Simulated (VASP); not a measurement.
The system is AlNi3.

```xyz
4
Lattice="0.0000 2.8019 2.8019 2.8019 0.0000 2.8019 2.8019 2.8019 0.0000" Properties=species:S:1:pos:R:3 pbc="T T T"
Al    2.8019    2.8019    2.8019
Ni    1.4009    1.4009    1.4009
Ni    0.0000    0.0000    0.0000
Ni    4.2028    4.2028    4.2028
```

```yaml
Program: VASP 6.6.1
Task: relaxation of cell and atoms
Functional: r2SCAN
Potentials_or_basis: VASP PAW PBE potentials, release 64 (Al, Ni)
Cutoff: 600 eV
k_mesh: 1 × 1 × 1
Occupations: gaussian, width 0.1 eV
Spin: no spin polarisation
```

At the start: pressure 3.9 GPa; volume 11.00 Å³/atom.

Task: Where does the relaxation end?

Result: Over 3 steps the energy falls by 2.5 meV/atom and the volume is 11.21 Å³/atom (+1.9 %); space group Fm-3m (No. 225, to 0.05 Å).

Step by step:
```tsv
step	energy change (eV)	largest force (eV/Å)	pressure (GPa)	volume (Å³)
1	0.0000	0.0000	3.89	43.99
2	-0.0007	0.0000	-3.31	45.71
3	-0.0099	0.0000	0.03	44.85
```

Final structure:
```
Al Ni
1.0
     0.00000    2.81989    2.81989
     2.81989    0.00000    2.81989
     2.81989    2.81989    0.00000
Al Ni
1 3
Direct
  0.50000 0.50000 0.50000
  0.25000 0.25000 0.25000
  0.00000 0.00000 0.00000
  0.75000 0.75000 0.75000
```

Caveat: the k points lie up to 1.93 Å⁻¹ apart in the final cell; the PAW data sets were made with another functional, which shifts forces and pressure a little.
